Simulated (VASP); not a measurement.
Wanted: the native input for a VASP 6.6.1 run.

```yaml
Task: single point
Functional: r2SCAN
Potentials_or_basis: VASP PAW PBE potentials, release 64 (Sn_d, O, Si)
Cutoff: 520 eV
k_mesh: 6 × 6 × 4
Occupations: gaussian, width 0.01 eV
Spin: no spin polarisation
Dipole_correction: no
Further_INCAR_settings: ALGO = Normal; EDIFF = 1e-07; NBANDS = 54
```

Crystal: SiSnO4.

```
CELL_PARAMETERS angstrom
4.46331 0.00000 0.00000
0.00000 4.46331 0.00000
0.00000 0.00000 5.91198
ATOMIC_POSITIONS crystal
Sn 0.00000 0.50000 0.13430
Sn 0.50000 0.00000 0.86570
O 0.68162 0.81838 0.15385
O 0.31838 0.18162 0.15385
O 0.81838 0.31838 0.84615
O 0.18162 0.68162 0.84615
O 0.70349 0.79651 0.59852
O 0.29651 0.20349 0.59852
O 0.79651 0.29651 0.40148
O 0.20349 0.70349 0.40148
Si 0.00000 0.50000 0.61349
Si 0.50000 0.00000 0.38651
```

The input as run:

POSCAR

```
SiSnO4
1.0
    4.4633060881      0.0000000000      0.0000000000
    0.0000000000      4.4633060881      0.0000000000
    0.0000000000      0.0000000000      5.9119848108
Sn O Si
2 8 2
Direct
    0.0000000000      0.5000000000      0.1343030142
    0.5000000000      0.0000000000      0.8656969858
    0.6816177213      0.8183822787      0.1538543208
    0.3183822787      0.1816177213      0.1538543208
    0.8183822787      0.3183822787      0.8461456792
    0.1816177213      0.6816177213      0.8461456792
    0.7034869263      0.7965130737      0.5985184473
    0.2965130737      0.2034869263      0.5985184473
    0.7965130737      0.2965130737      0.4014815527
    0.2034869263      0.7034869263      0.4014815527
    0.0000000000      0.5000000000      0.6134875660
    0.5000000000      0.0000000000      0.3865124340
```

INCAR.step1

```
SYSTEM = SiSnO4
  ALGO = Normal
  EDIFF = 1E-4
  ENCUT = 520
  GGA = PE
  ISMEAR = 0
  LASPH = .TRUE.
  LCHARG = .FALSE.
  LREAL = .FALSE.
  LWAVE = .TRUE.
  NBANDS = 54
  NELM = 60
  PREC = Accurate
  SIGMA = 0.01
```

INCAR.step2

```
SYSTEM = SiSnO4
  ALGO = Normal
  EDIFF = 1E-7
  ENCUT = 520
  ISIF = 2
  ISMEAR = 0
  ISTART = 1
  LASPH = .TRUE.
  LCHARG = .FALSE.
  LMIXTAU = .TRUE.
  LREAL = .FALSE.
  LWAVE = .FALSE.
  METAGGA = R2SCAN
  NBANDS = 54
  NELM = 60
  PREC = Accurate
  SIGMA = 0.01
```

KPOINTS

```
k-points
0
G
  6 6 4
  0 0 0
```

Potentials or basis: VASP PAW PBE potentials, release 64 (Sn_d, O, Si).

Launch:

```bash
$ cat potpaw_PBE.64/Sn_d/POTCAR potpaw_PBE.64/O/POTCAR potpaw_PBE.64/Si/POTCAR > POTCAR
$ cp INCAR.step1 INCAR
$ mpirun -np 1 vasp_std > vasp.out
$ cp INCAR.step2 INCAR
$ mpirun -np 1 vasp_std > vasp.out
```

It gave:

* Pressure: 1.0 GPa
* Largest force: 0.080 eV/Å
* Band gap on the k mesh: 2.92 eV

Caveat: the PAW data sets were made with another functional, which shifts forces and pressure a little; spin-orbit coupling is left out, which moves the levels of the heavy elements.

It took 6.3 min on 1 thread of Intel(R) Xeon(R) 6975P-C (Granite Rapids), with other jobs on the host, peak memory 0.34 GiB.
